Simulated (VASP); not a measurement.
Wanted: the native input for a VASP 6.6.1 run.

* Task: single point
* Functional: r2SCAN
* Potentials or basis: VASP PAW PBE potentials, release 64 (Na_pv, Cl)
* Cutoff: 520 eV
* k mesh: 8 × 8 × 8
* Occupations: gaussian, width 0.01 eV
* Spin: no spin polarisation
* Dipole correction: no
* Further INCAR settings: ALGO = Normal; EDIFF = 1e-07; NBANDS = 14

NaCl:

```
Na Cl
1.0
     0.00000    3.06937    3.12166
     3.06937    0.00000    3.12166
     3.06937    3.06937    0.00000
Na Cl
1 1
Direct
  0.00000 0.00000 0.00000
  0.25000 0.25000 0.25000
```

This cell differs from its parent crystal: epitaxial xy strain -0.6%.

The input as run:

POSCAR

```
NaCl
1.0
    0.0000000000      3.0693665954      3.1216586827
    3.0693665954      0.0000000000      3.1216586827
    3.0693665954      3.0693665954      0.0000000000
Na Cl
1 1
Direct
    0.0000000000      0.0000000000      0.0000000000
    0.2500000000      0.2500000000      0.2500000000
```

INCAR.step1

```
SYSTEM = NaCl
PREC     = Accurate       ! precision mode
ENCUT    = 520            ! plane-wave cutoff, eV
ISMEAR   = 0              ! smearing method
SIGMA    = 0.01           ! smearing width, eV
LREAL    = .FALSE.        ! projectors in reciprocal space
LASPH    = .TRUE.         ! aspherical terms in the spheres
NELM     = 60             ! most SCF steps
NBANDS   = 14             ! bands
GGA      = PE             ! functional
ALGO     = Normal         ! electronic algorithm
EDIFF    = 1E-4           ! SCF threshold, eV
LWAVE    = .TRUE.         ! write WAVECAR
LCHARG   = .FALSE.        ! write CHGCAR
```

INCAR.step2

```
SYSTEM = NaCl
PREC     = Accurate       ! precision mode
ENCUT    = 520            ! plane-wave cutoff, eV
EDIFF    = 1E-7           ! SCF threshold, eV
ISMEAR   = 0              ! smearing method
SIGMA    = 0.01           ! smearing width, eV
LREAL    = .FALSE.        ! projectors in reciprocal space
LASPH    = .TRUE.         ! aspherical terms in the spheres
NELM     = 60             ! most SCF steps
ALGO     = Normal         ! electronic algorithm
ISIF     = 2              ! what is computed and relaxed
LWAVE    = .FALSE.        ! write WAVECAR
LCHARG   = .FALSE.        ! write CHGCAR
METAGGA  = R2SCAN         ! meta-GGA
LMIXTAU  = .TRUE.       
NBANDS   = 14             ! bands
ISTART   = 1
```

KPOINTS

```
regular mesh
0
G
  8 8 8
  0 0 0
```

Potentials or basis: VASP PAW PBE potentials, release 64 (Na_pv, Cl).

Command:

```console
$ cat potpaw_PBE.64/Na_pv/POTCAR potpaw_PBE.64/Cl/POTCAR > POTCAR
$ cp INCAR.step1 INCAR
$ mpirun -np 1 vasp_std > vasp.out
$ cp INCAR.step2 INCAR
$ mpirun -np 1 vasp_std > vasp.out
```

It gave:

```
Pressure               : -0.1 GPa
Band gap on the k mesh : 5.56 eV, direct
```

Caveat: the cell differs from its parent crystal (epitaxial xy strain -0.6%); the PAW data sets were made with another functional, which shifts forces and pressure a little.

It used 440 s of CPU time on 1 thread of AMD EPYC 7R13 Processor (Zen 3), on a shared host.
